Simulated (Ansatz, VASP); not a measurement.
Pb: VASP and Ansatz over several settings

```
Pb
1.0
     0.00000    2.47502    2.47502
     2.47502    0.00000    2.47502
     2.47502    2.47502    0.00000
Pb
1
Direct
  0.00000 0.00000 0.00000
```

Single points on this cell with VASP 6.6.1 and Ansatz 0.2.0. Each row is one pair of runs. Alike in all rows: smearing: fermi-dirac, width 0.05 eV; VASP's potentials, cutoff: VASP PAW PBE potentials, release 64 (Pb_d), 520 eV.

```tsv
level	spin	k mesh	Ansatz's potentials, cutoff	gap on the k mesh at the Fermi level (eV), VASP	gap on the k mesh at the Fermi level (eV), Ansatz	pressure (GPa), VASP	pressure (GPa), Ansatz
r2SCAN0	off	5 × 5 × 5	Ansatz PAW, 500 eV	none	none	-0.3	-0.1
r2SCANh	off	5 × 5 × 5	Ansatz PAW, 500 eV	none	none	0.3	0.4
PBE0	off	5 × 5 × 5	Ansatz PAW, 420 eV	none	?	0.2	?
r2SCAN50	off	5 × 5 × 5	Ansatz PAW, 500 eV	none	none	-1.2	-0.9
HSE06	non-collinear, zero start, SOC	4 × 4 × 4	Ansatz PAW, 420 eV	-	-	0.2	0.4
```

Task: Fill in what Ansatz gave in row 3.

Result: gap on the k mesh at the Fermi level (eV): none; pressure (GPa): 0.4.

A gap of «none» marks a metal or a gap that the smearing closes.

The k mesh is coarse, so the values compare programs but aren't converged.
